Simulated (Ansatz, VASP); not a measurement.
**SiC in VASP and in Ansatz**

File INCAR:

```
PREC = Accurate
ENCUT = 600
EDIFF = 1E-6
ISMEAR = 0
SIGMA = 0.05
LREAL = F
LASPH = T
NELM = 120
ALGO = Normal
ISIF = 2
LWAVE = F
LCHARG = F
GGA = PE
NBANDS = 11
GGA_COMPAT = F
```

Contents of KPOINTS:

```
Automatic mesh
0
Gamma
  4 4 4
```

POSCAR

```
SiC
1.0
    0.0000000000      2.1740000000      2.1740000000
    2.1740000000      0.0000000000      2.1740000000
    2.1740000000      2.1740000000      0.0000000000
Si C
1 1
Direct
    0.0000000000      0.0000000000     -0.0975768327
    0.7500000000      0.7500000000      0.7500000000
```

Input for Ansatz:

```yaml
crystal:
  lattice:
    - [0.0, 2.174, 2.174]
    - [2.174, 0.0, 2.174]
    - [2.174, 2.174, 0.0]
  atoms:
    - { symbol: Si, position: [0.0, 0.0, -0.0975768327] }
    - { symbol: C, position: [0.75, 0.75, 0.75] }
basis:
  ecutwfc: 420
kpoints:
  mp_grid: { grid: [4, 4, 4] }
hamiltonian:
  xc: pbe
scf:
  occupations: { method: gaussian, width: 0.05 }
output:
  forces: true
  stress: true
  eigenvalues: true
```

Alike in both runs: task single point; functional PBE; k mesh 4 × 4 × 4; occupations gaussian, width 0.05 eV; no spin polarisation.

|  | VASP | Ansatz |
| --- | --- | --- |
| version | VASP 6.6.1 | Ansatz 0.2.0 |
| potentials or method | VASP PAW PBE potentials, release 64 (Si, C), cutoff 600 eV | scalar-relativistic, plane waves, PAW |
| valence electrons in the cell | 8 | 8 |

|  | VASP | Ansatz | Ansatz less VASP |
| --- | --- | --- | --- |
| gap on the k mesh at the Fermi level (eV) | none | none | - |
| pressure (GPa) | 16.5 | 16.7 | +0.27 |
| traceless stress, the component that is largest in VASP (GPa) | 17.29 | 17.28 | -0.006 |
| rms of the force components (eV/Å) | 4.069 | 4.072 | +0.0029 |

Atom by atom the forces differ by 0.003 eV/Å (rms over components). A gap of «none» marks a metal or a gap that the smearing closes.

The k mesh is coarse, so the values compare programs but aren't converged.
